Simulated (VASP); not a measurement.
# BAs (zincblende type) (F-43m) in VASP: notebook

The runs below take BAs (zincblende type) through electric field gradients, density of states, with PBE.

All numbers are computed with VASP 6.6.1; they aren't measurements. Logs are shortened: lines on timing, memory, paths and dates and some standing lists are left out, and cuts for length are marked.

## 1. The cell of the first run

It takes space group F-43m (No. 216, cubic). The conventional cell has a = 4.904 Å, b = 4.904 Å, c = 4.904 Å, α = 90.00°, β = 90.00°, γ = 90.00°. B (site symmetry -43m) has 4 As at 2.12 Å within 2.8 Å. Within 2.8 Å of As (site symmetry -43m) lie 4 B at 2.12 Å.

## 2. Electric field gradients, PBE (volume scaled by 1.06)

INCAR

```
SYSTEM = BAs
PREC = Accurate ; ENCUT = 520
EDIFF = 1E-8 ; ISMEAR = -1
SIGMA = 0.08 ; LREAL = .FALSE.
LASPH = .TRUE. ; NELM = 100
ALGO = Normal ; ISIF = 2
LWAVE = .FALSE. ; LCHARG = .FALSE.
GGA = PE ; LEFG = .TRUE.
NBANDS = 11
```

KPOINTS

```
regular mesh
0
G
  15 15 15
  0 0 0
```

POSCAR

```
BAs
1.0
    0.0000000000      2.4518207722      2.4518207722
    2.4518207722      0.0000000000      2.4518207722
    2.4518207722      2.4518207722      0.0000000000
B As
1 1
Direct
    0.0000000000      0.0000000000      0.0000000000
    0.2500000000      0.2500000000      0.2500000000
```

Potentials or basis: VASP PAW PBE potentials, release 64 (B, As).

The run is started by

```
> cat potpaw_PBE.64/B/POTCAR potpaw_PBE.64/As/POTCAR > POTCAR
> mpirun -np 1 vasp_std > vasp.out
```

OUTCAR:

```text
SYSTEM = BAs
   PREC = Accurate
   ENCUT = 520
   EDIFF = 1E-8
   ISMEAR = -1
   LREAL = .FALSE.
   LASPH = .TRUE.
   NELM = 100
   ISIF = 2
   GGA = PE

 ion  position               nearest neighbor table
   1  0.000  0.000  0.000-   2 2.12   2 2.12   2 2.12   2 2.12
   2  0.250  0.250  0.250-   1 2.12   1 2.12   1 2.12   1 2.12

  LATTYP: Found a face centered cubic cell.
 ALAT       =     4.9036415444

  Lattice vectors:

 A1 = (   0.0000000000,   2.4518207722,   2.4518207722)
 A2 = (   2.4518207722,   0.0000000000,   2.4518207722)
 A3 = (   2.4518207722,   2.4518207722,   0.0000000000)

Analysis of symmetry for initial positions (statically):
=====================================================================
 Subroutine PRICEL returns:
 Original cell was already a primitive cell.

 Routine SETGRP: Setting up the symmetry group for a
 face centered cubic supercell.

 Subroutine GETGRP returns: Found 24 space group operations
 (whereof 24 operations were pure point group operations)
 out of a pool of 48 trial point group operations.

The static configuration has the point symmetry T_d .

Analysis of symmetry for dynamics (positions and initial velocities):
=====================================================================
 Subroutine PRICEL returns:
 Original cell was already a primitive cell.

 Routine SETGRP: Setting up the symmetry group for a
 face centered cubic supercell.

 Subroutine GETGRP returns: Found 24 space group operations
 (whereof 24 operations were pure point group operations)
 out of a pool of 48 trial point group operations.

The dynamic configuration has the point symmetry T_d .

 Subroutine INISYM returns: Found 24 space group operations
 (whereof 24 operations are pure point group operations),
 and found     1 'primitive' translations

----------------------------------------------------------------------------------------

                                     Primitive cell

  volume of cell :      29.4779

  direct lattice vectors                    reciprocal lattice vectors
     0.000000000  2.451820772  2.451820772    -0.203930077  0.203930077  0.203930077
[... 128 lines left out ...]
  ext. energy  EPLUGINS =         0.00000000
  ---------------------------------------------------
  free energy    TOTEN  =       -11.38236798 eV

  energy without entropy =      -11.38236385  energy(sigma->0) =      -11.38236591

 E-fermi :   5.9010     XC(G=0): -10.2473

 val. band max:        5.2878365485   @ k =   0.0000   0.0000   0.0000
 cond. band min:       6.5409937198   @ k =   0.4000   0.4000   0.0000
 fundamental gap:      1.2531571713
 Fermi energy:         5.9010389423

 k-point     1 :       0.0000    0.0000    0.0000
  band No.  band energies     occupation
      1      -9.4217      2.00000
      2       5.2878      1.99906
      3       5.2878      1.99906
      4       5.2878      1.99906
      5       8.4699      0.00000
      6       8.4699      0.00000
      7       8.4699      0.00000
      8       9.0011      0.00000
      9      14.5068      0.00000
     10      17.9285      0.00000
     11      17.9285      0.00000
[... 309 lines left out ...]
 k-point    24 :       0.2000    0.1333    0.0000
  band No.  band energies     occupation
      1      -8.8165      2.00000
      2       2.5145      2.00000
      3       3.7401      2.00000
      4       3.8893      2.00000
      5       7.7602      0.00000
      6       9.9145      0.00000
      7      10.5976      0.00000
      8      11.0135      0.00000
      9      14.8102      0.00000
     10      16.5971      0.00000
     11      18.1787      0.00000

 [... further k-points ...]
[... 5 lines left out ...]
  --------------------------------------------------------------------------------------
  -------------------------------------------------------------------------------------
  Total       -1.1658267     -1.1658267     -1.1658267      0.0000000     -0.0000000      0.0000000
  in kB      -63.3648496    -63.3648496    -63.3648496      0.0000000     -0.0000000      0.0000000
  external PRESSURE =     -63.3648496 kB  Pullay stress =       0.0000000 kB

 VOLUME and BASIS-vectors are now :
 -----------------------------------------------------------------------------
  energy-cutoff  :      520.00
  volume of cell :       29.48
      direct lattice vectors                 reciprocal lattice vectors
     0.000000000  2.451820772  2.451820772    -0.203930077  0.203930077  0.203930077
     2.451820772  0.000000000  2.451820772     0.203930077 -0.203930077  0.203930077
     2.451820772  2.451820772  0.000000000     0.203930077  0.203930077 -0.203930077

 POSITION                                       TOTAL-FORCE (eV/Angst)
 -----------------------------------------------------------------------------------
      0.00000      0.00000      0.00000         0.000000     -0.000000     -0.000000
      1.22591      1.22591      1.22591        -0.000000      0.000000      0.000000
 -----------------------------------------------------------------------------------
    total drift:                               -0.000000     -0.000000      0.000000

  FREE ENERGIE OF THE ION-ELECTRON SYSTEM (eV)
  ---------------------------------------------------
  free  energy   TOTEN  =       -11.3823679766 eV

  energy  without entropy=      -11.3823638460  energy(sigma->0) =      -11.38236591

 Electric field gradients (V/A^2)
---------------------------------------------------------------------
 ion       V_xx      V_yy      V_zz      V_xy      V_xz      V_yz
---------------------------------------------------------------------
   1      -0.000    -0.000    -0.000    -0.000    -0.000    -0.000
   2      -0.000     0.000    -0.000     0.000     0.000     0.000
---------------------------------------------------------------------

 Electric field gradients after diagonalization (V/A^2)
 (convention: |V_zz| > |V_xx| > |V_yy|)
----------------------------------------------------------------------
 ion       V_xx      V_yy      V_zz     asymmetry (V_yy - V_xx)/ V_zz
----------------------------------------------------------------------
   1       0.000     0.000    -0.000       0.000
   2      -0.000    -0.000     0.000       0.000
----------------------------------------------------------------------

           NMR quadrupolar parameters

 Cq : quadrupolar parameter    Cq=e*Q*V_zz/h
 eta: asymmetry parameters     (V_yy - V_xx)/ V_zz
 Q  : nuclear electric quadrupole moment in mb (millibarn)
----------------------------------------------------------------------
 ion       Cq(MHz)       eta       Q (mb)
----------------------------------------------------------------------
   1      -0.000       0.000       1.000
   2       0.000       0.000       1.000
----------------------------------------------------------------------
```

Wall time 50 s (1 thread of Intel Xeon Platinum 8259CL at 2.50GHz (Skylake/Cascade Lake), shared host); peak memory 0.18 GiB.

Results:

```yaml
Free_energy: -11.3824 eV
Pressure: -6.3 GPa
Band_gap_on_the_k_mesh: 1.25 eV, indirect (least direct gap 3.18 eV)
```

Caveat: the cell differs from its parent crystal (volume scaled by 1.06); without QUAD_EFG the Cq values of the log hold for a quadrupole moment of 1 mb, not for the nuclei.

## 3. Density of states, PBE

This run uses another cell than the first one, of 13.90 Å³/atom, 0.943 times its volume.

POSCAR

```
BAs
1.0
    0.0000000000      2.4046586295      2.4046586295
    2.4046586295      0.0000000000      2.4046586295
    2.4046586295      2.4046586295      0.0000000000
B As
1 1
Direct
    0.0000000000      0.0000000000      0.0000000000
    0.2500000000      0.2500000000      0.2500000000
```

INCAR.step1

```
PREC = Accurate
ENCUT = 520
EDIFF = 1E-6
ISMEAR = -1
SIGMA = 0.08
LREAL = F
LASPH = T
NELM = 80
ALGO = Normal
ISIF = 2
LWAVE = F
LCHARG = T
GGA = PE
NBANDS = 11
```

KPOINTS.step1

```
Automatic mesh
0
Gamma
  15 15 15
```

INCAR.step2

```
PREC = Accurate
ENCUT = 520
EDIFF = 1E-6
ISMEAR = -5
SIGMA = 0.08
LREAL = F
LASPH = T
NELM = 80
ALGO = Normal
ISIF = 2
LWAVE = F
LCHARG = F
GGA = PE
LORBIT = 10
NEDOS = 2001
ICHARG = 11
```

KPOINTS.step2

```
Automatic mesh
0
Gamma
  23 23 23
```

Potentials or basis: VASP PAW PBE potentials, release 64 (B, As).

The run is started by

```
> cat potpaw_PBE.64/B/POTCAR potpaw_PBE.64/As/POTCAR > POTCAR
> cp INCAR.step1 INCAR
> cp KPOINTS.step1 KPOINTS
> mpirun -np 1 vasp_std > vasp.out
> cp INCAR.step2 INCAR
> cp KPOINTS.step2 KPOINTS
> mpirun -np 1 vasp_std > vasp.out
```

OUTCAR:

```text
PREC = Accurate
   ENCUT = 520
   EDIFF = 1E-6
   ISMEAR = -5
   LREAL = F
   LASPH = T
   NELM = 80
   ISIF = 2
   GGA = PE
   LORBIT = 10
   ICHARG = 11

 ion  position               nearest neighbor table
   1  0.000  0.000  0.000-   2 2.08   2 2.08   2 2.08   2 2.08
   2  0.250  0.250  0.250-   1 2.08   1 2.08   1 2.08   1 2.08

  LATTYP: Found a face centered cubic cell.
 ALAT       =     4.8093172590

  Lattice vectors:

 A1 = (   0.0000000000,   2.4046586295,   2.4046586295)
 A2 = (   2.4046586295,   0.0000000000,   2.4046586295)
 A3 = (   2.4046586295,   2.4046586295,   0.0000000000)

Analysis of symmetry for initial positions (statically):
=====================================================================
 Subroutine PRICEL returns:
 Original cell was already a primitive cell.

 Routine SETGRP: Setting up the symmetry group for a
 face centered cubic supercell.

 Subroutine GETGRP returns: Found 24 space group operations
 (whereof 24 operations were pure point group operations)
 out of a pool of 48 trial point group operations.

[... 168 lines left out ...]
 fundamental gap:      1.1947250446
 Fermi energy:         5.9123015840

 k-point     1 :       0.0000    0.0000    0.0000
  band No.  band energies     occupation
      1      -9.3134      2.00000
      2       5.9064      2.00000
      3       5.9064      2.00000
      4       5.9064      2.00000
      5       9.1542      0.00000
      6       9.1542      0.00000
      7       9.1542      0.00000
      8      10.3355      0.00000
[... 243 lines left out ...]
 k-point    24 :      -0.4783    0.0435    0.0000
  band No.  band energies     occupation
      1      -6.4943      2.00000
      2      -2.7101      2.00000
      3       3.9054      2.00000
      4       4.0753      2.00000
      5       8.6443      0.00000
      6      10.6236      0.00000
      7      10.7549      0.00000
      8      14.8064      0.00000

 [... further k-points ...]
[... 5 lines left out ...]
  --------------------------------------------------------------------------------------
  -------------------------------------------------------------------------------------
  Total        0.1019267      0.1019267      0.1019267      0.0000000      0.0000000      0.0000000
  in kB        5.8723022      5.8723022      5.8723022      0.0000000      0.0000000      0.0000000
  external PRESSURE =       5.8723022 kB  Pullay stress =       0.0000000 kB

 VOLUME and BASIS-vectors are now :
 -----------------------------------------------------------------------------
  energy-cutoff  :      520.00
  volume of cell :       27.81
      direct lattice vectors                 reciprocal lattice vectors
     0.000000000  2.404658630  2.404658630    -0.207929722  0.207929722  0.207929722
     2.404658630  0.000000000  2.404658630     0.207929722 -0.207929722  0.207929722
     2.404658630  2.404658630  0.000000000     0.207929722  0.207929722 -0.207929722

 POSITION                                       TOTAL-FORCE (eV/Angst)
 -----------------------------------------------------------------------------------
      0.00000      0.00000      0.00000        -0.000000     -0.000000     -0.000000
      1.20233      1.20233      1.20233         0.000000      0.000000      0.000000
 -----------------------------------------------------------------------------------
    total drift:                               -0.000000     -0.000000     -0.000000

  FREE ENERGIE OF THE ION-ELECTRON SYSTEM (eV)
  ---------------------------------------------------
  free  energy   TOTEN  =       -11.4121111051 eV

  energy  without entropy=      -11.4121111051  energy(sigma->0) =      -11.41211111

 total charge

# of ion       s       p       d       tot
------------------------------------------
    1        0.657   1.158   0.000   1.815
    2        1.173   1.646   0.085   2.903
--------------------------------------------------
tot          1.831   2.803   0.085   4.719
```

Wall time 86 s (1 thread of Intel Xeon Platinum 8259CL at 2.50GHz (Skylake/Cascade Lake), shared host); peak memory 0.23 GiB.

What came out:

- Valence electrons inside the program's atomic spheres: B 1.81; As 2.90
